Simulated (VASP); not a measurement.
Input of a VASP 6.6.1 run:

The input INCAR:

```
SYSTEM = WCl2F4
PREC = Accurate
ENCUT = 520
EDIFF = 1E-6
ISMEAR = 0
SIGMA = 0.1
LREAL = .FALSE.
LASPH = .TRUE.
NELM = 100
ALGO = Normal
ISIF = 2
LWAVE = .FALSE.
LCHARG = .TRUE.
GGA = PE
LELF = .TRUE.
LVHAR = .TRUE.
NBANDS = 37
```

KPOINTS

```
regular mesh
0
G
  4 4 4
  0 0 0
```

The input POSCAR:

```
WCl2F4
1.0
    6.0313623405     -0.0202068457     -0.1619571875
    2.9433489303      5.4661344374     -0.0570193515
    2.5744538663      1.7667914643      5.5622281735
W Cl F
1 2 4
Direct
    0.0000000000      0.0000000000      0.0000000000
    0.2435395043      0.6683814868      0.2605138516
    0.7564604957      0.3316185132      0.7394861484
    0.2934984618      0.0657192124      0.7972179620
    0.9411954686      0.2241599709      0.1541004086
    0.0588045314      0.7758400291      0.8458995914
    0.7065015382      0.9342807876      0.2027820380
```

Potentials or basis: VASP PAW PBE potentials, release 64 (W_sv, Cl, F).

Command:

```bash
$ cat potpaw_PBE.64/W_sv/POTCAR potpaw_PBE.64/Cl/POTCAR potpaw_PBE.64/F/POTCAR > POTCAR
$ mpirun -np 1 vasp_std > vasp.out
```

(1) Estimate the pressure.

(2) Predict the band gap on the k mesh.

(3) Predict the largest force.

Answers

(1) 0.7 GPa.

(2) 3.00 eV (least direct gap 3.02 eV).

(3) 0.392 eV/Å.

Caveat: spin-orbit coupling is left out, which moves the levels of the heavy elements.
